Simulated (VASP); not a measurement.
**AlGa3N4: single point with r2SCAN**

Crystal: AlGa3N4.

```
CELL_PARAMETERS angstrom
5.13892 0.00000 0.00002
0.00000 3.16341 0.00000
-0.00369 0.00000 6.29854
ATOMIC_POSITIONS crystal
Al 0.00058 0.50000 0.66730
Ga 0.49917 0.50000 0.33506
Ga 0.49925 0.00000 0.83146
Ga 0.99986 0.00000 0.16619
N 0.11941 0.50000 0.34060
N 0.11733 0.00000 0.82593
N 0.62024 0.00000 0.16619
N 0.63175 0.50000 0.66727
```

This cell differs from its parent crystal: strain +0.1500 x Voigt [0, 0, 1, 0, 0, 0].

* Program: VASP 6.6.1
* Task: single point
* Functional: r2SCAN
* Potentials or basis: VASP PAW PBE potentials, release 64 (Al, Ga_d, N)
* Cutoff: 520 eV
* k mesh: 6 × 8 × 4
* Occupations: gaussian, width 0.05 eV
* Spin: no spin polarisation
* Dipole correction: no
* Further INCAR settings: ALGO = Normal; EDIFF = 1e-06; NBANDS = 41

```
Pressure               : -17.9 GPa
Largest force          : 0.452 eV/Å
Band gap on the k mesh : 1.38 eV
```

Forces in eV/Å, atoms in the order of the input:
```
Al   0.278  0.000  0.081
Ga   0.339  0.000 -0.025
Ga   0.296  0.000  0.005
Ga   0.225  0.000  0.121
N   -0.330  0.000  0.309
N   -0.219  0.000 -0.004
N   -0.273  0.000 -0.252
N   -0.316  0.000 -0.235
```

Stress tensor (GPa, compression positive):
```
 -6.69   0.00   0.01
  0.00  -8.64   0.00
  0.01   0.00 -38.32
```

Levels at points of the mesh, in eV from the valence-band top:
```csv
k point,band 28,band 29,band 30,band 31,band 32,band 33,band 34,band 35
"(0.00, 0.00, 0.00)",-0.71,-0.44,-0.26,0.00,1.38,3.15,5.81,6.34
"(0.50, 0.00, 0.00)",-1.20,-1.08,-0.65,-0.45,3.32,3.54,4.87,5.12
"(0.00, 0.50, 0.00)",-2.05,-2.01,-1.82,-1.77,5.48,5.81,6.02,6.12
"(0.50, 0.50, 0.00)",-1.56,-1.28,-1.26,-1.23,5.43,5.48,5.55,6.00
"(0.00, 0.00, 0.50)",-0.99,-0.94,-0.35,-0.09,3.87,4.30,5.39,6.21
"(0.50, 0.00, 0.50)",-1.25,-0.85,-0.85,-0.82,4.98,5.05,5.13,5.64
"(0.00, 0.50, 0.50)",-2.17,-2.12,-1.26,-1.16,3.62,4.13,4.58,5.22
"(0.50, 0.50, 0.50)",-1.85,-1.56,-1.49,-1.47,3.81,3.92,4.02,4.56
```

It took 21 min on 1 thread of Oxide Virtual Turin-like Processor, on a shared host, peak memory 0.34 GiB.

Caveat: the cell differs from its parent crystal (strain +0.1500 x Voigt [0, 0, 1, 0, 0, 0]); the stress differs along the axes, from -38 to -7 GPa; the PAW data sets were made with another functional, which shifts forces and pressure a little.
